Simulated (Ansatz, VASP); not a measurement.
**Two plane-wave programs on K3Be**

Contents of INCAR:

```
PREC     = Accurate       # precision mode
ENCUT    = 520            # plane-wave cutoff, eV
EDIFF    = 1E-7           # SCF threshold, eV
ISMEAR   = 0              # smearing method
SIGMA    = 0.1            # smearing width, eV
LREAL    = False          # projectors in reciprocal space
LASPH    = True           # aspherical terms in the spheres
NELM     = 100            # most SCF steps
ALGO     = Fast           # electronic algorithm
ISIF     = 2              # what is computed and relaxed
LWAVE    = False          # write WAVECAR
LCHARG   = False          # write CHGCAR
GGA      = PE             # functional
NBANDS   = 22             # bands
```

KPOINTS

```
Automatic mesh
0
Gamma
  12 12 4
```

The input POSCAR:

```
K3Be
1.0
    4.5756103768      0.0000000000      0.0000000000
   -2.2878051884      3.9625948241      0.0000000000
    0.0000000000      0.0000000000     12.2175833985
K Be
3 1
Direct
    0.0000000000      0.0000000000      0.8241995150
    0.0000000000      0.0000000000      0.1758004850
    0.3333333333      0.6666666667      0.5000000000
    0.3333333333      0.6666666667      0.0000000000
```

Input for Ansatz:

```yaml
crystal:
  lattice:
    - [4.5756103768, 0.0, 0.0]
    - [-2.2878051884, 3.9625948241, 0.0]
    - [0.0, 0.0, 12.2175833985]
  atoms:
    - { symbol: K, position: [0.0, 0.0, 0.824199515] }
    - { symbol: K, position: [0.0, 0.0, 0.175800485] }
    - { symbol: K, position: [0.3333333333, 0.6666666667, 0.5] }
    - { symbol: Be, position: [0.3333333333, 0.6666666667, 0.0] }
basis:
  ecutwfc: 420
kpoints:
  mp_grid: { grid: [12, 12, 4] }
  band_path:
    path:
      - [[0.0, 0.0, 0.0], [0.5, 0.0, 0.0], [0.33333333, 0.33333333, 0.0], [0.0, 0.0, 0.0], [0.0, 0.0, 0.5], [0.5, 0.0, 0.5], [0.33333333, 0.33333333, 0.5], [0.0, 0.0, 0.5]]
      - [[0.5, 0.0, 0.5], [0.5, 0.0, 0.0]]
      - [[0.33333333, 0.33333333, 0.5], [0.33333333, 0.33333333, 0.0]]
    npoints: 14
hamiltonian:
  xc: pbe
scf:
  occupations: { method: gaussian, width: 0.1 }
  n_extra_bands: 10
output:
  forces: true
  stress: true
  eigenvalues: true
  populations: true
  dos: { projected: true, de: 0.02, nscf_kmesh: { grid: [15, 15, 5] } }
  bader: true
  write_density: true
  write_potential: true
  elf: true
  volumetric_format: npy
```

Alike in both runs: task single point; functional PBE; k mesh 12 × 12 × 4; occupations gaussian, width 0.1 eV; no spin polarisation.

|  | VASP | Ansatz |
| --- | --- | --- |
| version | VASP 6.6.1 | Ansatz 0.2.0 |
| potentials or method | VASP PAW PBE potentials, release 64 (K_sv, Be), cutoff 520 eV | scalar-relativistic, plane waves, PAW |
| valence electrons in the cell | 29 | 29 |

```csv
,VASP,Ansatz,Ansatz less VASP
gap on the k mesh at the Fermi level (eV),none,none,-
pressure (GPa),0.0,0.0,+0.01
```

A gap of «none» marks a metal or a gap that the smearing closes. With one functional, cell and mesh, what is left measures potentials, basis and numerics.
